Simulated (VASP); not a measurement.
# GeS (Pnma) in VASP: single point with PBE

Aim: the single point of GeS with PBE.

Everything below comes from runs of VASP 6.6.1. Logs are shortened: lines on timing, memory, paths and dates and some standing lists are left out, and cuts for length are marked.

## 1. The cell of the first run

It takes space group Pnma (No. 62, orthorhombic). Conventional cell: a = 10.608 Å, b = 3.608 Å, c = 4.422 Å, α = 90.00°, β = 90.00°, γ = 90.00°. Ge (site symmetry m) has 3 S at 2.42 to 2.44 Å within 3.2 Å. Within 3.2 Å of S (site symmetry m) lie 3 Ge at 2.42 to 2.44 Å.

## 2. Single point, PBE

INCAR reads:

```
SYSTEM = GeS
PREC = Accurate ; ENCUT = 500
EDIFF = 1E-6 ; ISMEAR = 0
SIGMA = 0.01 ; LREAL = .False.
LASPH = .True. ; NELM = 120
ALGO = Normal ; ISIF = 2
LWAVE = .False. ; LCHARG = .False.
GGA = PE ; NBANDS = 50
GGA_COMPAT = .False.
```

KPOINTS reads:

```
regular mesh
0
Gamma
  4 8 6
  0 0 0
```

POSCAR reads:

```
GeS
1.0
   10.6078062897      0.0000000000      0.0000000000
    0.0000000000      3.6081034440      0.0000000000
    0.0000000000      0.0000000000      4.4223353053
Ge S
4 4
Direct
    0.1250788523      0.2500000000      0.1282278075
    0.3749211477      0.7500000000      0.6282278075
    0.6250788523      0.2500000000      0.3717721925
    0.8749211477      0.7500000000      0.8717721925
    0.8472275837      0.2500000000      0.5118733852
    0.6527724163      0.7500000000      0.0118733852
    0.3472275837      0.2500000000      0.9881266148
    0.1527724163      0.7500000000      0.4881266148
```

Potentials or basis: VASP PAW PBE potentials, release 64 (Ge_d, S).

On the command line:

```console
> cat potpaw_PBE.64/Ge_d/POTCAR potpaw_PBE.64/S/POTCAR > POTCAR
> mpirun -np 1 vasp_std > vasp.out
```

OUTCAR:

```text
SYSTEM = GeS
   PREC = Accurate
   ENCUT = 500
   EDIFF = 1E-6
   ISMEAR = 0
   LREAL = .False.
   LASPH = .True.
   NELM = 120
   ISIF = 2
   GGA = PE

 ion  position               nearest neighbor table
   1  0.125  0.250  0.128-   8 2.42   8 2.42   7 2.44
   2  0.375  0.750  0.628-   7 2.42   7 2.42   8 2.44
   3  0.625  0.250  0.372-   6 2.42   6 2.42   5 2.44
   4  0.875  0.750  0.872-   5 2.42   5 2.42   6 2.44
   5  0.847  0.250  0.512-   4 2.42   4 2.42   3 2.44
   6  0.653  0.750  0.012-   3 2.42   3 2.42   4 2.44
   7  0.347  0.250  0.988-   2 2.42   2 2.42   1 2.44
   8  0.153  0.750  0.488-   1 2.42   1 2.42   2 2.44

  LATTYP: Found a simple orthorhombic cell.
 ALAT       =     3.6081034440
 B/A-ratio  =     1.2256675492
 C/A-ratio  =     2.9399950568

  Lattice vectors:

 A1 = (   0.0000000000,   3.6081034440,   0.0000000000)
 A2 = (   0.0000000000,   0.0000000000,   4.4223353053)
 A3 = (  10.6078062897,   0.0000000000,   0.0000000000)

Analysis of symmetry for initial positions (statically):
=====================================================================
 Subroutine PRICEL returns:
 Original cell was already a primitive cell.

 Routine SETGRP: Setting up the symmetry group for a
 simple orthorhombic supercell.

 Subroutine GETGRP returns: Found  8 space group operations
 (whereof  2 operations were pure point group operations)
 out of a pool of  8 trial point group operations.

The static configuration has the point symmetry S_2 .
 The point group associated with its full space group is D_2h.

Analysis of symmetry for dynamics (positions and initial velocities):
=====================================================================
 Subroutine PRICEL returns:
 Original cell was already a primitive cell.

 Routine SETGRP: Setting up the symmetry group for a
 simple orthorhombic supercell.

 Subroutine GETGRP returns: Found  8 space group operations
 (whereof  2 operations were pure point group operations)
 out of a pool of  8 trial point group operations.

The dynamic configuration has the point symmetry S_2 .
 The point group associated with its full space group is D_2h.

 Subroutine INISYM returns: Found  8 space group operations
 (whereof  2 operations are pure point group operations),
 and found     1 'primitive' translations

----------------------------------------------------------------------------------------

                                     Primitive cell

  volume of cell :     169.2607

  direct lattice vectors                    reciprocal lattice vectors
    10.607806290  0.000000000  0.000000000     0.094270198  0.000000000  0.000000000
     0.000000000  3.608103444  0.000000000     0.000000000  0.277153916  0.000000000
     0.000000000  0.000000000  4.422335305     0.000000000  0.000000000  0.226124871

  length of vectors
    10.607806290  3.608103444  4.422335305     0.094270198  0.277153916  0.226124871

  position of ions in fractional coordinates (direct lattice)
     0.125078852  0.250000000  0.128227807
     0.374921148  0.750000000  0.628227807
     0.625078852  0.250000000  0.371772193
     0.874921148  0.750000000  0.871772193
     0.847227584  0.250000000  0.511873385
     0.652772416  0.750000000  0.011873385
     0.347227584  0.250000000  0.988126615
     0.152772416  0.750000000  0.488126615

  ion indices of the primitive-cell ions
   primitive index   ion index
                 1           1
                 2           2
                 3           3
                 4           4
                 5           5
                 6           6
                 7           7
                 8           8

----------------------------------------------------------------------------------------

 KPOINTS: regular mesh

Automatic generation of k-mesh.
 Grid dimensions read from file:
 generate k-points for:    4    8    6

 Generating k-lattice:

  Cartesian coordinates                     Fractional coordinates (reciprocal lattice)
     0.023567550  0.000000000  0.000000000     0.250000000  0.000000000  0.000000000
     0.000000000  0.034644240  0.000000000     0.000000000  0.125000000  0.000000000
     0.000000000  0.000000000  0.037687478     0.000000000  0.000000000  0.166666667

  Length of vectors
     0.023567550  0.034644240  0.037687478

  Shift w.r.t. Gamma in fractional coordinates (k-lattice)
     0.000000000  0.000000000  0.000000000

 Subroutine IBZKPT returns following result:
 ===========================================

 Found     60 irreducible k-points:

 Following reciprocal coordinates:
            Coordinates               Weight
  0.000000  0.000000  0.000000      1.000000
  0.250000  0.000000  0.000000      2.000000
  0.500000  0.000000  0.000000      1.000000
  0.000000  0.125000  0.000000      2.000000
  0.250000  0.125000  0.000000      4.000000
  0.500000  0.125000  0.000000      2.000000
[... 16 lines left out ...]
  0.250000  0.250000  0.166667      8.000000
  0.500000  0.250000  0.166667      4.000000
 [... further k-points ...]
   k-points           NKPTS =     60   k-points in BZ     NKDIM =     60   number of bands    NBANDS=     50
   number of dos      NEDOS =    301   number of ions     NIONS =      8
   total plane-waves  NPLWV =  71680
   dimension x,y,z NGX =    80 NGY =   28 NGZ =   32
   dimension x,y,z NGXF=   160 NGYF=   56 NGZF=   64
   ions per type =               4   4
   NGX,Y,Z   is equivalent  to a cutoff of  12.54, 12.90, 12.03 a.u.
   NGXF,Y,Z  is equivalent  to a cutoff of  25.08, 25.80, 24.06 a.u.
 SYSTEM =  GeS
   PREC   = accura    normal or accurate (medium, high low for compatibility)
   ISTART =      0    job   : 0-new  1-cont  2-samecut
   ICHARG =      2    charge: 1-file 2-atom 10-const
   ISPIN  =      1    spin polarized calculation?
   LNONCOLLINEAR =      F non collinear calculations
   LSORBIT =      F    spin-orbit coupling
   LASPH  =      T    aspherical Exc in radial PAW
   ENCUT  =  500.0 eV  36.75 Ry    6.06 a.u.  19.34  6.58  8.06*2*pi/ulx,y,z
   NELM   =    120;   NELMIN=  2; NELMDL= -5     # of ELM steps
   EDIFF  = 0.1E-05   stopping-criterion for ELM
   LREAL  =      F    real-space projection
   EDIFFG = 0.1E-04   stopping-criterion for IOM
   NSW    =      0    number of steps for IOM
   IBRION =     -1    ionic relax: 0-MD 1-quasi-New 2-CG
   NFREE  =      0    steps in history (QN), initial steepest desc. (CG)
   ISIF   =      2    stress and relaxation
   ISYM   =      2    0-nonsym 1-usesym 2-fastsym
   POTIM  = 0.5000    time-step for ionic-motion
   TEBEG  =    0.0;   TEEND  =   0.0 temperature during run
   PSTRESS=    0.0 pullay stress
   NELECT =      80.0000    total number of electrons
   NUPDOWN=      -1.0000    fix difference up-down
   EMIN   =  10.00;   EMAX   =-10.00  energy-range for DOS
   EFERMI =   0.00;   METHOD = LEGACY
   ISMEAR =     0;   SIGMA  =   0.01  broadening in eV -4-tet -1-fermi 0-gaus
   EFERMI_NEDOS =   21; number of points for ismear=-14 and -15
   IALGO  =     38    algorithm
   IMIX   =      4    mixing-type and parameters
     AMIX     =   0.40;   BMIX     =  1.00
     AMIX_MAG =   1.60;   BMIX_MAG =  1.00
  volume/ion in A,a.u.               =      21.16       142.78
  Fermi-wavevector in a.u.,A,eV,Ry     =   1.275223  2.409822 22.125703  1.626193
  Thomas-Fermi vector in A             =   2.407947
   LORBIT       =      0    0 simple, 1 ext, 2 COOP (PROOUT), +10 PAW based schemes
   GGA     = PE    functional components
   LHFCALC =     F    Hartree Fock is set to
   AEXX    =    0.0000 exact exchange contribution
   IVDW    =     0    specifies the selected vdW correction
   LEPSILON=     F    determine dielectric tensor
   LRPA    =     F    only Hartree local field effects (RPA)
 non-spin polarized calculation
 Gauss-broadening in eV      SIGMA  =   0.01
  energy-cutoff  :      500.00
  volume of cell :      169.26
 maximum number of plane-waves:      4338
 NGX is ok and might be reduce to    80
   NGX = 39   NGY = 13   NGZ = 17

 number of electron      80.0000015 magnetization

 Free energy of the ion-electron system (eV)
  ---------------------------------------------------
  ext. energy  EPLUGINS =         0.00000000
  ---------------------------------------------------
  free energy    TOTEN  =       -36.60019544 eV

  energy without entropy =      -36.60019544  energy(sigma->0) =      -36.60019544

 E-fermi :   4.8961     XC(G=0):  -9.9398

 val. band max:        4.8167376871   @ k =   0.0000   0.0000   0.0000
 cond. band min:       5.9176348012   @ k =   0.0000   0.0000   0.0000
 fundamental gap:      1.1008971141
 Fermi energy:         4.8961237329

 k-point     1 :       0.0000    0.0000    0.0000
  band No.  band energies     occupation
      1     -19.6950      2.00000
      2     -19.6920      2.00000
      3     -19.6869      2.00000
      4     -19.6848      2.00000
      5     -19.6829      2.00000
      6     -19.6817      2.00000
[... 42 lines left out ...]
     49      10.2995      0.00000
     50      10.7852      0.00000

 k-point     2 :       0.2500    0.0000    0.0000
  band No.  band energies     occupation
      1     -19.6946      2.00000
      2     -19.6926      2.00000
      3     -19.6865      2.00000
      4     -19.6850      2.00000
      5     -19.6828      2.00000
      6     -19.6820      2.00000
[... 42 lines left out ...]
     49      10.4679      0.00000
     50      10.4969      0.00000

 k-point     3 :       0.5000    0.0000    0.0000
  band No.  band energies     occupation
      1     -19.6937      2.00000
      2     -19.6937      2.00000
      3     -19.6857      2.00000
      4     -19.6857      2.00000
      5     -19.6825      2.00000
      6     -19.6825      2.00000
[... 1102 lines left out ...]
     49       9.2445      0.00000
     50       9.9434      0.00000

 k-point    24 :       0.5000    0.2500    0.1667
  band No.  band energies     occupation
      1     -19.6893      2.00000
      2     -19.6893      2.00000
      3     -19.6868      2.00000
      4     -19.6868      2.00000
      5     -19.6813      2.00000
      6     -19.6813      2.00000
[... 42 lines left out ...]
     49       9.5582      0.00000
     50       9.5583      0.00000

 [... further k-points ...]

------------------------ aborting loop because EDIFF is reached ----------------------------------------

  FORCE on cell =-STRESS in cart. coord.  units (eV):
  Direction    XX          YY          ZZ          XY          YZ          ZX
  --------------------------------------------------------------------------------------
  -------------------------------------------------------------------------------------
  Total        2.1895477      2.7048706      2.2441193      0.0000000     -0.0000000      0.0000000
  in kB       20.7256786     25.6035887     21.2422387      0.0000000     -0.0000000      0.0000000
  external PRESSURE =      22.5238354 kB  Pullay stress =       0.0000000 kB

 VOLUME and BASIS-vectors are now :
 -----------------------------------------------------------------------------
  energy-cutoff  :      500.00
  volume of cell :      169.26
      direct lattice vectors                 reciprocal lattice vectors
    10.607806290  0.000000000  0.000000000     0.094270198  0.000000000  0.000000000
     0.000000000  3.608103444  0.000000000     0.000000000  0.277153916  0.000000000
     0.000000000  0.000000000  4.422335305     0.000000000  0.000000000  0.226124871

 POSITION                                       TOTAL-FORCE (eV/Angst)
 -----------------------------------------------------------------------------------
      1.32681      0.90203      0.56707        -0.197268     -0.000000     -0.181920
      3.97709      2.70608      2.77823         0.197268      0.000000     -0.181920
      6.63072      0.90203      1.64410        -0.197268      0.000000      0.181920
      9.28099      2.70608      3.85527         0.197268      0.000000      0.181920
      8.98723      0.90203      2.26368         0.108243     -0.000000     -0.193803
      6.92448      2.70608      0.05251        -0.108243      0.000000     -0.193803
      3.68332      0.90203      4.36983         0.108243      0.000000      0.193803
      1.62058      2.70608      2.15866        -0.108243      0.000000      0.193803
 -----------------------------------------------------------------------------------
    total drift:                               -0.000000      0.000000     -0.000000

  FREE ENERGIE OF THE ION-ELECTRON SYSTEM (eV)
  ---------------------------------------------------
  free  energy   TOTEN  =       -36.6001954365 eV

  energy  without entropy=      -36.6001954365  energy(sigma->0) =      -36.60019544
```

Wall time 6 min (1 thread of Intel Xeon Platinum 8259CL at 2.50GHz (Skylake/Cascade Lake), shared host); peak memory 0.48 GiB.

Results:

| Property | Result |
| --- | --- |
| Free energy | -36.6002 eV |
| Pressure | 2.3 GPa |
| Largest force | 0.268 eV/Å |
| Band gap on the k mesh | 1.10 eV |

Forces in eV/Å, atoms in the order of the input:
```
Ge  -0.197  0.000 -0.182
Ge   0.197  0.000 -0.182
Ge  -0.197  0.000  0.182
Ge   0.197  0.000  0.182
S    0.108  0.000 -0.194
S   -0.108  0.000 -0.194
S    0.108  0.000  0.194
S   -0.108  0.000  0.194
```

Stress tensor (GPa, compression positive):
```
2.07 0.00 0.00
0.00 2.56 0.00
0.00 0.00 2.12
```

A k mesh can miss the band edges.
